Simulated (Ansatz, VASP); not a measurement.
MgO: VASP beside Ansatz

Contents of INCAR:

```
PREC = Accurate ; ENCUT = 600
EDIFF = 1E-6 ; ISMEAR = 0
SIGMA = 0.05 ; LREAL = False
LASPH = True ; NELM = 120
ALGO = Normal ; ISIF = 2
LWAVE = False ; LCHARG = False
GGA = PE ; NBANDS = 11
GGA_COMPAT = False
```

File KPOINTS:

```
Automatic mesh
0
Gamma
  10 10 10
```

File POSCAR:

```
MgO
1.0
    0.8348700175      2.6238771979      2.6238771979
    2.6238771979      0.8348700175      2.6238771979
    2.6238771979      2.6238771979      0.8348700175
Mg O
1 1
Direct
    0.0000000000      0.0000000000      0.0000000000
    0.5000000000      0.5000000000      0.5000000000
```

Input for Ansatz:

```yaml
crystal:
  lattice:
    - [0.8348700175, 2.6238771979, 2.6238771979]
    - [2.6238771979, 0.8348700175, 2.6238771979]
    - [2.6238771979, 2.6238771979, 0.8348700175]
  atoms:
    - { symbol: Mg, position: [0.0, 0.0, 0.0] }
    - { symbol: O, position: [0.5, 0.5, 0.5] }
basis:
  ecutwfc: 420
kpoints:
  mp_grid: { grid: [10, 10, 10] }
hamiltonian:
  xc: pbe
scf:
  occupations: { method: gaussian, width: 0.05 }
output:
  forces: true
  stress: true
  eigenvalues: true
```

Alike in both runs: task single point; functional PBE; k mesh 10 × 10 × 10; occupations gaussian, width 0.05 eV; no spin polarisation.

|  | VASP | Ansatz |
| --- | --- | --- |
| version | VASP 6.6.1 | Ansatz 0.2.0 |
| potentials or method | VASP PAW PBE potentials, release 64 (Mg, O), cutoff 600 eV | scalar-relativistic, plane waves, PAW |
| valence electrons in the cell | 8 | 16 |

VASP gave:

| Quantity | Value |
| --- | --- |
| gap on the k mesh at the Fermi level (eV) | none |
| pressure (GPa) | 16.7 |
| traceless stress, the component that is largest in VASP (GPa) | -58.96 |

Question: What did Ansatz give for the same quantities?

Answer: gap on the k mesh at the Fermi level (eV): none; pressure (GPa): 17.1; traceless stress, the component that is largest in VASP (GPa): -58.78.

A gap of «none» marks a metal or a gap that the smearing closes. With one functional, cell and mesh, what is left measures potentials, basis and numerics. VASP's potentials hold 8 valence electrons a cell and Ansatz's 16, so a difference there can come from the potentials and not from the codes.
